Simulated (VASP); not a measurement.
# SnSe (Pnma) in VASP: single point with r2SCAN

Aim: the single point of SnSe with r2SCAN.

Everything below comes from runs of VASP 6.6.1. Logs are shortened: lines on timing, memory, paths and dates and some standing lists are left out, and cuts for length are marked.

## Step 1: The cell of the first run

Symmetry: Pnma, No. 62, orthorhombic system. Conventional cell: a = 11.435 Å, b = 4.154 Å, c = 4.356 Å, α = 90.00°, β = 90.00°, γ = 90.00°. Within 3.6 Å of Sn (site symmetry m) lie 6 Se at 2.75 to 3.42 Å and 2 Sn at 3.51 Å. Se (site symmetry m) has 6 Sn at 2.75 to 3.42 Å within 3.6 Å.

## Step 2: Single point, r2SCAN

Contents of POSCAR:

```
SnSe
1.0
   11.4353140423      0.0000000000      0.0000000000
    0.0000000000      4.1544993799      0.0000000000
    0.0000000000      0.0000000000      4.3561237752
Sn Se
4 4
Direct
    0.1182569515      0.2500000000      0.0937464411
    0.3817430485      0.7500000000      0.5937464411
    0.6182569515      0.2500000000      0.4062535589
    0.8817430485      0.7500000000      0.9062535589
    0.8574981419      0.2500000000      0.4768905585
    0.6425018581      0.7500000000      0.9768905585
    0.3574981419      0.2500000000      0.0231094415
    0.1425018581      0.7500000000      0.5231094415
```

Contents of INCAR.step1:

```
PREC = Accurate ; ENCUT = 520
ISMEAR = 0 ; SIGMA = 0.02
LREAL = False ; LASPH = True
NELM = 100 ; NBANDS = 50
GGA = PE ; ALGO = Normal
EDIFF = 1E-4 ; LWAVE = True
LCHARG = False ; KPAR = 4
```

Contents of INCAR.step2:

```
PREC = Accurate ; ENCUT = 520
EDIFF = 1E-7 ; ISMEAR = 0
SIGMA = 0.02 ; LREAL = False
LASPH = True ; NELM = 100
ALGO = Normal ; ISIF = 2
LWAVE = False ; LCHARG = False
METAGGA = R2SCAN ; LMIXTAU = True
NBANDS = 50 ; ISTART = 1
KPAR = 4
```

Contents of KPOINTS:

```
Automatic mesh
0
Gamma
  4 8 8
```

Potentials or basis: VASP PAW PBE potentials, release 64 (Sn_d, Se).

On the command line:

```sh
$ cat potpaw_PBE.64/Sn_d/POTCAR potpaw_PBE.64/Se/POTCAR > POTCAR
$ cp INCAR.step1 INCAR
$ mpirun -np 4 vasp_std > vasp.out
$ cp INCAR.step2 INCAR
$ mpirun -np 4 vasp_std > vasp.out
```

OUTCAR:

```text
PREC = Accurate
   ENCUT = 520
   EDIFF = 1E-7
   ISMEAR = 0
   LREAL = False
   LASPH = True
   NELM = 100
   ISIF = 2
   METAGGA = R2SCAN
   ISTART = 1

 ion  position               nearest neighbor table
   1  0.118  0.250  0.094-   7 2.75   8 2.81   8 2.81   8 3.25   8 3.25   4 3.51   4 3.51
   2  0.382  0.750  0.594-   8 2.75   7 2.81   7 2.81   7 3.25   7 3.25   3 3.51   3 3.51
   3  0.618  0.250  0.406-   5 2.75   6 2.81   6 2.81   6 3.25   6 3.25   2 3.51   2 3.51
   4  0.882  0.750  0.906-   6 2.75   5 2.81   5 2.81   5 3.25   5 3.25   1 3.51   1 3.51
   5  0.857  0.250  0.477-   3 2.75   4 2.81   4 2.81   4 3.25   4 3.25
   6  0.643  0.750  0.977-   4 2.75   3 2.81   3 2.81   3 3.25   3 3.25
   7  0.357  0.250  0.023-   1 2.75   2 2.81   2 2.81   2 3.25   2 3.25
   8  0.143  0.750  0.523-   2 2.75   1 2.81   1 2.81   1 3.25   1 3.25

  LATTYP: Found a simple orthorhombic cell.
 ALAT       =     4.1544993799
 B/A-ratio  =     1.0485315743
 C/A-ratio  =     2.7525131181

  Lattice vectors:

 A1 = (   0.0000000000,   4.1544993799,   0.0000000000)
 A2 = (   0.0000000000,   0.0000000000,   4.3561237752)
 A3 = (  11.4353140423,   0.0000000000,   0.0000000000)

Analysis of symmetry for initial positions (statically):
=====================================================================
 Subroutine PRICEL returns:
 Original cell was already a primitive cell.

 Routine SETGRP: Setting up the symmetry group for a
 simple orthorhombic supercell.

 Subroutine GETGRP returns: Found  8 space group operations
 (whereof  2 operations were pure point group operations)
 out of a pool of  8 trial point group operations.

The static configuration has the point symmetry S_2 .
 The point group associated with its full space group is D_2h.

Analysis of symmetry for dynamics (positions and initial velocities):
=====================================================================
 Subroutine PRICEL returns:
 Original cell was already a primitive cell.

 Routine SETGRP: Setting up the symmetry group for a
 simple orthorhombic supercell.

 Subroutine GETGRP returns: Found  8 space group operations
 (whereof  2 operations were pure point group operations)
 out of a pool of  8 trial point group operations.

The dynamic configuration has the point symmetry S_2 .
 The point group associated with its full space group is D_2h.

 Subroutine INISYM returns: Found  8 space group operations
 (whereof  2 operations are pure point group operations),
 and found     1 'primitive' translations

----------------------------------------------------------------------------------------

                                     Primitive cell

  volume of cell :     206.9508

  direct lattice vectors                    reciprocal lattice vectors
    11.435314042  0.000000000  0.000000000     0.087448407  0.000000000  0.000000000
     0.000000000  4.154499380  0.000000000     0.000000000  0.240702888  0.000000000
     0.000000000  0.000000000  4.356123775     0.000000000  0.000000000  0.229561888

  length of vectors
    11.435314042  4.154499380  4.356123775     0.087448407  0.240702888  0.229561888

  position of ions in fractional coordinates (direct lattice)
     0.118256952  0.250000000  0.093746441
     0.381743048  0.750000000  0.593746441
     0.618256952  0.250000000  0.406253559
     0.881743048  0.750000000  0.906253559
     0.857498142  0.250000000  0.476890559
     0.642501858  0.750000000  0.976890559
     0.357498142  0.250000000  0.023109441
     0.142501858  0.750000000  0.523109441

  ion indices of the primitive-cell ions
   primitive index   ion index
                 1           1
                 2           2
                 3           3
                 4           4
                 5           5
                 6           6
                 7           7
                 8           8

----------------------------------------------------------------------------------------

 KPOINTS: Automatic mesh

Automatic generation of k-mesh.
 Grid dimensions read from file:
 generate k-points for:    4    8    8

 Generating k-lattice:

  Cartesian coordinates                     Fractional coordinates (reciprocal lattice)
     0.021862102  0.000000000  0.000000000     0.250000000  0.000000000  0.000000000
     0.000000000  0.030087861  0.000000000     0.000000000  0.125000000  0.000000000
     0.000000000  0.000000000  0.028695236     0.000000000  0.000000000  0.125000000

  Length of vectors
     0.021862102  0.030087861  0.028695236

  Shift w.r.t. Gamma in fractional coordinates (k-lattice)
     0.000000000  0.000000000  0.000000000

 Subroutine IBZKPT returns following result:
 ===========================================

 Found     75 irreducible k-points:

 Following reciprocal coordinates:
            Coordinates               Weight
  0.000000  0.000000  0.000000      1.000000
  0.250000  0.000000  0.000000      2.000000
  0.500000  0.000000  0.000000      1.000000
  0.000000  0.125000  0.000000      2.000000
  0.250000  0.125000  0.000000      4.000000
  0.500000  0.125000  0.000000      2.000000
[... 16 lines left out ...]
  0.250000  0.250000  0.125000      8.000000
  0.500000  0.250000  0.125000      4.000000
 [... further k-points ...]
   k-points           NKPTS =     75   k-points in BZ     NKDIM =     75   number of bands    NBANDS=     50
   number of dos      NEDOS =    301   number of ions     NIONS =      8
   total plane-waves  NPLWV =  92160
   dimension x,y,z NGX =    90 NGY =   32 NGZ =   32
   dimension x,y,z NGXF=   180 NGYF=   64 NGZF=   64
   ions per type =               4   4
   NGX,Y,Z   is equivalent  to a cutoff of  13.08, 12.81, 12.21 a.u.
   NGXF,Y,Z  is equivalent  to a cutoff of  26.17, 25.61, 24.42 a.u.
 SYSTEM =  unknown system
   PREC   = accura    normal or accurate (medium, high low for compatibility)
   ISTART =      1    job   : 0-new  1-cont  2-samecut
   ICHARG =      0    charge: 1-file 2-atom 10-const
   ISPIN  =      1    spin polarized calculation?
   LNONCOLLINEAR =      F non collinear calculations
   LSORBIT =      F    spin-orbit coupling
   LASPH  =      T    aspherical Exc in radial PAW
   ENCUT  =  520.0 eV  38.22 Ry    6.18 a.u.  21.26  7.72  8.10*2*pi/ulx,y,z
   NELM   =    100;   NELMIN=  2; NELMDL=  0     # of ELM steps
   EDIFF  = 0.1E-06   stopping-criterion for ELM
   LREAL  =      F    real-space projection
   EDIFFG = 0.1E-05   stopping-criterion for IOM
   NSW    =      0    number of steps for IOM
   IBRION =     -1    ionic relax: 0-MD 1-quasi-New 2-CG
   NFREE  =      0    steps in history (QN), initial steepest desc. (CG)
   ISIF   =      2    stress and relaxation
   ISYM   =      2    0-nonsym 1-usesym 2-fastsym
   POTIM  = 0.5000    time-step for ionic-motion
   TEBEG  =    0.0;   TEEND  =   0.0 temperature during run
   PSTRESS=    0.0 pullay stress
   NELECT =      80.0000    total number of electrons
   NUPDOWN=      -1.0000    fix difference up-down
   EMIN   =  10.00;   EMAX   =-10.00  energy-range for DOS
   EFERMI =   0.00;   METHOD = LEGACY
   ISMEAR =     0;   SIGMA  =   0.02  broadening in eV -4-tet -1-fermi 0-gaus
   EFERMI_NEDOS =   21; number of points for ismear=-14 and -15
   IALGO  =     38    algorithm
   IMIX   =      4    mixing-type and parameters
     AMIX     =   0.40;   BMIX     =  1.00
     AMIX_MAG =   1.60;   BMIX_MAG =  1.00
  volume/ion in A,a.u.               =      25.87       174.57
  Fermi-wavevector in a.u.,A,eV,Ry     =   1.192566  2.253623 19.350398  1.422214
  Thomas-Fermi vector in A             =   2.328601
   LORBIT       =      0    0 simple, 1 ext, 2 COOP (PROOUT), +10 PAW based schemes
   METAGGA = R2SCAN    functional components
   LHFCALC =     F    Hartree Fock is set to
   AEXX    =    0.0000 exact exchange contribution
   IVDW    =     0    specifies the selected vdW correction
   LEPSILON=     F    determine dielectric tensor
   LRPA    =     F    only Hartree local field effects (RPA)
 non-spin polarized calculation
 Gauss-broadening in eV      SIGMA  =   0.02
  energy-cutoff  :      520.00
  volume of cell :      206.95
 maximum number of plane-waves:      5600
 NGX is ok and might be reduce to    90
   NGX = 43   NGY = 15   NGZ = 17

 number of electron      79.9999989 magnetization

 Free energy of the ion-electron system (eV)
  ---------------------------------------------------
  ext. energy  EPLUGINS =         0.00000000
  ---------------------------------------------------
  free energy    TOTEN  =      -159.67357625 eV

  energy without entropy =     -159.67357625  energy(sigma->0) =     -159.67357625

 E-fermi :   5.8450     XC(G=0): -10.4388

 val. band max:        5.6761681283   @ k =   0.0000   0.0000   0.3750
 cond. band min:       6.3959915156   @ k =   0.0000   0.0000   0.0000
 fundamental gap:      0.7198233873
 Fermi energy:         5.8449649832

 k-point     1 :       0.0000    0.0000    0.0000
  band No.  band energies     occupation
      1     -16.4077      2.00000
      2     -16.3883      2.00000
      3     -16.3879      2.00000
      4     -16.3862      2.00000
      5     -16.3822      2.00000
      6     -16.3820      2.00000
[... 42 lines left out ...]
     49      10.6976      0.00000
     50      10.8168      0.00000

 k-point     2 :       0.2500    0.0000    0.0000
  band No.  band energies     occupation
      1     -16.4057      2.00000
      2     -16.3932      2.00000
      3     -16.3866      2.00000
      4     -16.3858      2.00000
      5     -16.3831      2.00000
      6     -16.3830      2.00000
[... 42 lines left out ...]
     49      10.8898      0.00000
     50      10.9959      0.00000

 k-point     3 :       0.5000    0.0000    0.0000
  band No.  band energies     occupation
      1     -16.4004      2.00000
      2     -16.4004      2.00000
      3     -16.3849      2.00000
      4     -16.3849      2.00000
      5     -16.3847      2.00000
      6     -16.3847      2.00000
[... 1102 lines left out ...]
     49      10.2319      0.00000
     50      10.6980      0.00000

 k-point    24 :       0.5000    0.2500    0.1250
  band No.  band energies     occupation
      1     -16.3958      2.00000
      2     -16.3958      2.00000
      3     -16.3885      2.00000
      4     -16.3885      2.00000
      5     -16.3813      2.00000
      6     -16.3813      2.00000
[... 42 lines left out ...]
     49      10.1753      0.00000
     50      10.1753      0.00000

 [... further k-points ...]

------------------------ aborting loop because EDIFF is reached ----------------------------------------

  FORCE on cell =-STRESS in cart. coord.  units (eV):
  Direction    XX          YY          ZZ          XY          YZ          ZX
  --------------------------------------------------------------------------------------
  -------------------------------------------------------------------------------------
  Total        2.5299610      2.4025833      2.9790043      0.0000000     -0.0000000      0.0000000
  in kB       19.5865254     18.6003892     23.0629418      0.0000000     -0.0000000      0.0000000
  external PRESSURE =      20.4166188 kB  Pullay stress =       0.0000000 kB

 VOLUME and BASIS-vectors are now :
 -----------------------------------------------------------------------------
  energy-cutoff  :      520.00
  volume of cell :      206.95
      direct lattice vectors                 reciprocal lattice vectors
    11.435314042  0.000000000  0.000000000     0.087448407  0.000000000  0.000000000
     0.000000000  4.154499380  0.000000000     0.000000000  0.240702888  0.000000000
     0.000000000  0.000000000  4.356123775     0.000000000  0.000000000  0.229561888

 POSITION                                       TOTAL-FORCE (eV/Angst)
 -----------------------------------------------------------------------------------
      1.35231      1.03862      0.40837         0.086578      0.000000      0.086075
      4.36535      3.11587      2.58643        -0.086578     -0.000000      0.086075
      7.06996      1.03862      1.76969         0.086578     -0.000000     -0.086075
     10.08301      3.11587      3.94775        -0.086578     -0.000000     -0.086075
      9.80576      1.03862      2.07739        -0.132772     -0.000000      0.110357
      7.34721      3.11587      4.25546         0.132772     -0.000000      0.110357
      4.08810      1.03862      0.10067        -0.132772     -0.000000     -0.110357
      1.62955      3.11587      2.27873         0.132772      0.000000     -0.110357
 -----------------------------------------------------------------------------------
    total drift:                               -0.000000     -0.000000     -0.000000

  FREE ENERGIE OF THE ION-ELECTRON SYSTEM (eV)
  ---------------------------------------------------
  free  energy   TOTEN  =      -159.6735762522 eV

  energy  without entropy=     -159.6735762522  energy(sigma->0) =     -159.67357625
```

Run time: 11 min. Hardware: 4 MPI ranks of Oxide Virtual Turin-like, shared host; peak memory 0.72 GiB.

Results:

```
Free energy            : -159.6736 eV
Pressure               : 2.0 GPa
Largest force          : 0.173 eV/Å
Band gap on the k mesh : 0.72 eV (least direct gap 1.11 eV)
```

Forces in eV/Å, atoms in the order of the input:
```
Sn   0.087  0.000  0.086
Sn  -0.087  0.000  0.086
Sn   0.087  0.000 -0.086
Sn  -0.087  0.000 -0.086
Se  -0.133  0.000  0.110
Se   0.133  0.000  0.110
Se  -0.133  0.000 -0.110
Se   0.133  0.000 -0.110
```

Caveat: semilocal functionals underestimate gaps, and a narrow one can read as zero; the PAW data sets were made with another functional, which shifts forces and pressure a little; spin-orbit coupling is left out, which moves the levels of the heavy elements.
